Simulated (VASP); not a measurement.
# Ta4N3 (I4/mmm) in VASP: further runs, part 2 of 2

VASP 6.6.1.

**4. Single point, PBEsol**

This run uses another cell than the first one, of 11.59 Å³/atom.

INCAR reads:

```
PREC     = Accurate       # precision mode
ENCUT    = 520            # plane-wave cutoff, eV
EDIFF    = 1E-6           # SCF threshold, eV
ISMEAR   = 0              # smearing method
SIGMA    = 0.1            # smearing width, eV
LREAL    = False          # projectors in reciprocal space
LASPH    = True           # aspherical terms in the spheres
NELM     = 100            # most SCF steps
ALGO     = Normal         # electronic algorithm
ISIF     = 2              # what is computed and relaxed
LWAVE    = False          # write WAVECAR
LCHARG   = True           # write CHGCAR
GGA      = PS             # functional
LELF     = True           # ELF
LVHAR    = True         
NBANDS   = 38             # bands
```

KPOINTS reads:

```
regular mesh
0
Gamma
  12 12 12
```

POSCAR reads:

```
Ta4N3
1.0
   -2.1785721947      2.1785721947      4.2726760247
    2.1785721947     -2.1785721947      4.2726760247
    2.1785721947      2.1785721947     -4.2726760247
Ta N
4 3
Direct
    0.0000000000      0.5000000000      0.5000000000
    0.2607537427      0.2607537427      0.0000000000
    0.5000000000      0.0000000000      0.5000000000
    0.7392462573      0.7392462573      0.0000000000
    0.7500000000      0.2500000000      0.5000000000
    0.0000000000      0.0000000000      0.0000000000
    0.2500000000      0.7500000000      0.5000000000
```

Potentials or basis: VASP PAW PBE potentials, release 64 (Ta_pv, N).

The run is started by

```bash
$ cat potpaw_PBE.64/Ta_pv/POTCAR potpaw_PBE.64/N/POTCAR > POTCAR
$ mpirun -np 1 vasp_std > vasp.out
```

OUTCAR:

```text
PREC = Accurate
   ENCUT = 520
   EDIFF = 1E-6
   ISMEAR = 0
   LREAL = False
   LASPH = True
   NELM = 100
   ISIF = 2
   GGA = PS

 ion  position               nearest neighbor table
   1  0.000  0.500  0.500-   5 2.14   7 2.14   6 2.18   6 2.18   4 2.99   4 2.99   2 2.99   2 2.99
                             3 3.08   3 3.08   3 3.08   3 3.08   2 3.12   4 3.12   2 3.12   4 3.12
   2  0.261  0.261  0.000-   5 2.18   7 2.18   7 2.18   5 2.18   6 2.23   1 2.99   3 2.99   3 2.99
                             1 2.99   4 3.09   4 3.09   4 3.09   4 3.09   1 3.12   3 3.12   1 3.12
   3  0.500  0.000  0.500-   5 2.14   7 2.14   6 2.18   6 2.18   4 2.99   4 2.99   2 2.99   2 2.99
                             1 3.08   1 3.08   1 3.08   1 3.08   2 3.12   4 3.12   2 3.12   4 3.12
[... 1200 lines left out ...]
  in kB        6.7825849      6.7825849      7.6986269      0.0000000      0.0000000     -0.0000000
  external PRESSURE =       7.0879323 kB  Pullay stress =       0.0000000 kB

 VOLUME and BASIS-vectors are now :
 -----------------------------------------------------------------------------
  energy-cutoff  :      520.00
  volume of cell :       81.12
      direct lattice vectors                 reciprocal lattice vectors
    -2.178572195  2.178572195  4.272676025     0.000000000  0.229508116  0.117022680
     2.178572195 -2.178572195  4.272676025     0.229508116  0.000000000  0.117022680
     2.178572195  2.178572195 -4.272676025     0.229508116  0.229508116  0.000000000

 POSITION                                       TOTAL-FORCE (eV/Angst)
 -----------------------------------------------------------------------------------
      2.17857      0.00000      0.00000         0.000000      0.000000     -0.000000
      0.00000      0.00000      2.22823        -0.000000     -0.000000      0.032647
      0.00000      2.17857      0.00000         0.000000      0.000000     -0.000000
      0.00000      0.00000      6.31712         0.000000      0.000000     -0.032647
      0.00000      2.17857      2.13634         0.000000      0.000000     -0.000000
      0.00000      0.00000      0.00000         0.000000      0.000000     -0.000000
      2.17857      0.00000      2.13634         0.000000      0.000000     -0.000000
 -----------------------------------------------------------------------------------
    total drift:                                0.000000      0.000000     -0.000000

  FREE ENERGIE OF THE ION-ELECTRON SYSTEM (eV)
  ---------------------------------------------------
  free  energy   TOTEN  =       -83.6376159898 eV

  energy  without entropy=      -83.6258854759  energy(sigma->0) =      -83.63175073
```

stdout:

```text
POSCAR found type information on POSCAR TaN
 POSCAR found :  2 types and       7 ions
 scaLAPACK will be used
 -----------------------------------------------------------------------------
|                                                                             |
|                                                                             |
|     You enforced a specific xc type in the INCAR file but a different       |
|     I HOPE YOU KNOW WHAT YOU ARE DOING!                                     |
|                                                                             |
 -----------------------------------------------------------------------------

 LDA part: xc-table for (Slater+PW92), standard interpolation
 POSCAR, INCAR and KPOINTS ok, starting setup
 FFT: planning ... GRIDC
 FFT: planning ... GRID_SOFT
 FFT: planning ... GRID
 WAVECAR not read
 entering main loop
```

Wall time 13 min (1 thread of Intel Xeon Platinum 8259CL at 2.50GHz (Skylake/Cascade Lake), shared host); peak memory 0.5 GiB.

Results:

```yaml
Free_energy: -83.6376 eV
Pressure: 0.7 GPa
Largest_force: 0.033 eV/Å
Band_gap_on_the_k_mesh: zero (an odd number of electrons rules out a gap without spin polarisation)
```

Forces in eV/Å, atoms in the order of the input:
```
Ta   0.000  0.000  0.000
Ta   0.000  0.000  0.033
Ta   0.000  0.000  0.000
Ta   0.000  0.000 -0.033
N    0.000  0.000  0.000
N    0.000  0.000  0.000
N    0.000  0.000  0.000
```

Stress tensor (GPa, compression positive):
```
0.68 0.00 0.00
0.00 0.68 0.00
0.00 0.00 0.77
```

Levels at points of the mesh, in eV from the Fermi level:
```
           k point  band 27  band 28  band 29  band 30  band 31  band 32  band 33  band 34
(0.00, 0.00, 0.00)    -1.24    -1.24    -0.95    -0.61    -0.61     0.90     0.99     0.99
(0.50, 0.00, 0.00)    -1.54    -1.27    -0.46    -0.07     0.66     1.15     1.36     2.53
(0.50, 0.50, 0.00)    -1.60    -1.55     1.27     1.37     1.40     2.34     2.41     2.71
(0.50, 0.50, 0.50)    -3.97    -3.75    -2.81     0.90     0.90     1.53     2.48     2.85
```

Caveat: the PAW data sets were made with another functional, which shifts forces and pressure a little; spin-orbit coupling is left out, which moves the levels of the heavy elements; an odd number of electrons without spin polarisation forces a metal; a magnetic or distorted state may lie lower.

**5. Relaxation of shape and atoms at fixed volume, PBEsol (12.28 Å³/atom)**

This run uses another cell than the first one, of 12.28 Å³/atom.

INCAR reads:

```
PREC = Accurate
ENCUT = 600
EDIFF = 1E-6
ISMEAR = 0
SIGMA = 0.1
LREAL = False
LASPH = True
NELM = 80
ALGO = Fast
ISIF = 4
LWAVE = False
LCHARG = False
GGA = PS
IBRION = 2
NSW = 50
EDIFFG = -0.01
```

KPOINTS reads:

```
Automatic mesh
0
Gamma
  12 12 12
```

POSCAR reads:

```
Ta4N3
1.0
   -2.2212307966      2.2212307966      4.3567472867
    2.2212307966     -2.2212307966      4.3567472867
    2.2212307966      2.2212307966     -4.3567472867
Ta N
4 3
Direct
    0.0000000000      0.5000000000      0.5000000000
    0.2604736008      0.2604736008      0.0000000000
    0.5000000000      0.0000000000      0.5000000000
    0.7395263992      0.7395263992      0.0000000000
    0.7500000000      0.2500000000      0.5000000000
    0.0000000000      0.0000000000      0.0000000000
    0.2500000000      0.7500000000      0.5000000000
```

The run is started by

```bash
$ cat potpaw_PBE.64/Ta_pv/POTCAR potpaw_PBE.64/N/POTCAR > POTCAR
$ mpirun -np 1 vasp_std > vasp.out
```

It took 35 min on 1 thread of Oxide Virtual Turin-like, shared host; peak memory 0.63 GiB.

Results (log left out):

* Free energy: -83.3936 eV
* Energy gained by relaxing: 0.0 meV/atom
* Ionic steps: 2
* Pressure after relaxing: -16.6 GPa
* Largest force after relaxing: 0.005 eV/Å
* Band gap on the k mesh: zero (an odd number of electrons rules out a gap without spin polarisation)

Forces on the atoms (eV/Å):
```
Ta   0.000  0.000  0.000
Ta   0.000  0.000 -0.005
Ta   0.000  0.000  0.000
Ta   0.000  0.000  0.005
N    0.000  0.000  0.000
N    0.000  0.000  0.000
N    0.000  0.000  0.000
```

Final structure:
```yaml
crystal:
  lattice:
    - [-2.22158, 2.22158, 4.35537]
    - [2.22158, -2.22158, 4.35537]
    - [2.22158, 2.22158, -4.35537]
  atoms:
    - { symbol: Ta, position: [0.00000, 0.50000, 0.50000] }
    - { symbol: Ta, position: [0.26042, 0.26042, 0.00000] }
    - { symbol: Ta, position: [0.50000, 0.00000, 0.50000] }
    - { symbol: Ta, position: [0.73958, 0.73958, 0.00000] }
    - { symbol: N, position: [0.75000, 0.25000, 0.50000] }
    - { symbol: N, position: [0.00000, 0.00000, 0.00000] }
    - { symbol: N, position: [0.25000, 0.75000, 0.50000] }
```

Levels at points of the mesh, in eV from the Fermi level:
| k point | band 26 | band 27 | band 28 | band 29 | band 30 | band 31 | band 32 | band 33 | band 34 | band 35 |
| --- | --- | --- | --- | --- | --- | --- | --- | --- | --- | --- |
| (0.00, 0.00, 0.00) | -3.68 | -1.15 | -1.15 | -0.87 | -0.57 | -0.57 | 0.82 | 0.94 | 0.94 | 1.16 |
| (0.50, 0.00, 0.00) | -2.63 | -1.41 | -1.19 | -0.47 | -0.05 | 0.63 | 1.07 | 1.26 | 2.35 | 2.41 |
| (0.50, 0.50, 0.00) | -1.90 | -1.62 | -1.45 | 1.18 | 1.28 | 1.31 | 2.15 | 2.22 | 2.50 | 2.61 |
| (0.50, 0.50, 0.50) | -3.87 | -3.87 | -3.47 | -2.59 | 0.82 | 0.82 | 1.40 | 2.30 | 2.62 | 2.64 |

Caveat: the PAW data sets were made with another functional, which shifts forces and pressure a little; spin-orbit coupling is left out, which moves the levels of the heavy elements; an odd number of electrons without spin polarisation forces a metal; a magnetic or distorted state may lie lower.

**6. Relaxation of shape and atoms at fixed volume, PBEsol (10.55 Å³/atom)**

This run uses another cell than the first one, of 10.55 Å³/atom.

INCAR reads:

```
SYSTEM = Ta4N3
ALGO = Fast ; EDIFF = 1E-6
EDIFFG = -0.01 ; ENCUT = 600
GGA = PS ; IBRION = 2
ISIF = 4 ; ISMEAR = 0
LASPH = .True. ; LCHARG = .False.
LREAL = .False. ; LWAVE = .False.
NELM = 80 ; NSW = 50
PREC = Accurate ; SIGMA = 0.1
```

KPOINTS reads:

```
k-points
0
Gamma
  12 12 12
  0 0 0
```

POSCAR reads:

```
Ta4N3
1.0
   -2.1111852422      2.1111852422      4.1403073931
    2.1111852422     -2.1111852422      4.1403073931
    2.1111852422      2.1111852422     -4.1403073931
Ta N
4 3
Direct
    0.0000000000      0.5000000000      0.5000000000
    0.2614627937      0.2614627937      0.0000000000
    0.5000000000      0.0000000000      0.5000000000
    0.7385372063      0.7385372063      0.0000000000
    0.7500000000      0.2500000000      0.5000000000
    0.0000000000      0.0000000000      0.0000000000
    0.2500000000      0.7500000000      0.5000000000
```

Potentials or basis: VASP PAW PBE potentials, release 64 (Ta_pv, N).

The run is started by

```bash
$ cat potpaw_PBE.64/Ta_pv/POTCAR potpaw_PBE.64/N/POTCAR > POTCAR
$ mpirun -np 1 vasp_std > vasp.out
```

It took 49 min on 1 thread of Oxide Virtual Turin-like, shared host; peak memory 0.52 GiB.

The run converged. Its results:

* Free energy: -82.7899 eV
* Energy gained by relaxing: 0.1 meV/atom
* Ionic steps: 5
* Pressure after relaxing: 39.6 GPa
* Largest force after relaxing: 0.005 eV/Å
* Band gap on the k mesh: zero (an odd number of electrons rules out a gap without spin polarisation)

Forces in eV/Å, atoms in the order of the input:
```
Ta   0.000  0.000  0.000
Ta   0.000  0.000  0.005
Ta   0.000  0.000  0.000
Ta   0.000  0.000 -0.005
N    0.000  0.000  0.000
N    0.000  0.000  0.000
N    0.000  0.000  0.000
```

Step by step:
```csv
step,energy change (eV),largest force (eV/Å),pressure (GPa),volume (Å³)
1,0.0000,0.0996,39.66,73.82
2,-0.0005,0.0239,39.62,73.82
3,-0.0006,0.0222,39.61,73.82
4,-0.0006,0.0152,39.60,73.82
5,-0.0007,0.0047,39.61,73.82
```

Final structure:
```yaml
crystal:
  lattice:
    - [-2.11118, 2.11118, 4.14033]
    - [2.11118, -2.11118, 4.14033]
    - [2.11118, 2.11118, -4.14033]
  atoms:
    - { symbol: Ta, position: [0.00000, 0.50000, 0.50000] }
    - { symbol: Ta, position: [0.26229, 0.26229, 0.00000] }
    - { symbol: Ta, position: [0.50000, 0.00000, 0.50000] }
    - { symbol: Ta, position: [0.73771, 0.73771, 0.00000] }
    - { symbol: N, position: [0.75000, 0.25000, 0.50000] }
    - { symbol: N, position: [0.00000, 0.00000, 0.00000] }
    - { symbol: N, position: [0.25000, 0.75000, 0.50000] }
```

Levels at points of the mesh, in eV from the Fermi level:
| k point | band 28 | band 29 | band 30 | band 31 | band 32 | band 33 |
| --- | --- | --- | --- | --- | --- | --- |
| (0.00, 0.00, 0.00) | -1.42 | -1.08 | -0.66 | -0.66 | 1.04 | 1.08 |
| (0.50, 0.00, 0.00) | -1.40 | -0.44 | -0.08 | 0.72 | 1.28 | 1.53 |
| (0.50, 0.50, 0.00) | -1.53 | 1.43 | 1.50 | 1.55 | 2.66 | 2.74 |
| (0.50, 0.50, 0.50) | -4.07 | -3.21 | 1.04 | 1.04 | 1.77 | 2.83 |

Caveat: the PAW data sets were made with another functional, which shifts forces and pressure a little; spin-orbit coupling is left out, which moves the levels of the heavy elements; an odd number of electrons without spin polarisation forces a metal; a magnetic or distorted state may lie lower.

**7. The runs side by side**

| task | cell | cutoff (eV) | gap on the mesh (eV) | pressure (GPa) | largest force (eV/Å) |
| --- | --- | --- | --- | --- | --- |
| single point | a = 5.160 Å, angles 131.1, 131.1, 71.6°, 7 atoms, atomic positions A | 520 | none | 24.5 | 0.05 |
| single point | a = 5.215 Å, angles 131.1, 131.1, 71.6°, 7 atoms, atomic positions B | 520 | none | 11.7 | 0.03 |
| single point | a = 5.268 Å, angles 131.1, 131.1, 71.6°, 7 atoms, atomic positions C | 520 | none | 0.7 | 0.03 |
| relaxation of shape and atoms at fixed volume | relaxed from a = 5.371 Å, angles 131.1, 131.1, 71.6°, 7 atoms, atomic positions D | 600 | none | -16.6 | - |
| relaxation of shape and atoms at fixed volume | relaxed from a = 5.105 Å, angles 131.1, 131.1, 71.6°, 7 atoms, atomic positions A | 600 | none | 39.6 | - |

Alike in all rows: level PBEsol; potentials or basis VASP PAW PBE potentials, release 64 (Ta_pv, N); no spin polarisation; k mesh 12 × 12 × 12; smearing gaussian 0.1 eV.

Caveats: the PAW data sets were made with another functional, which shifts forces and pressure a little; spin-orbit coupling is left out, which moves the levels of the heavy elements; an odd number of electrons without spin polarisation forces a metal; a magnetic or distorted state may lie lower; the cell stands under pressure (at least some runs).

Total energies depend on the potentials used, so only differences within one code and one set of settings carry meaning.
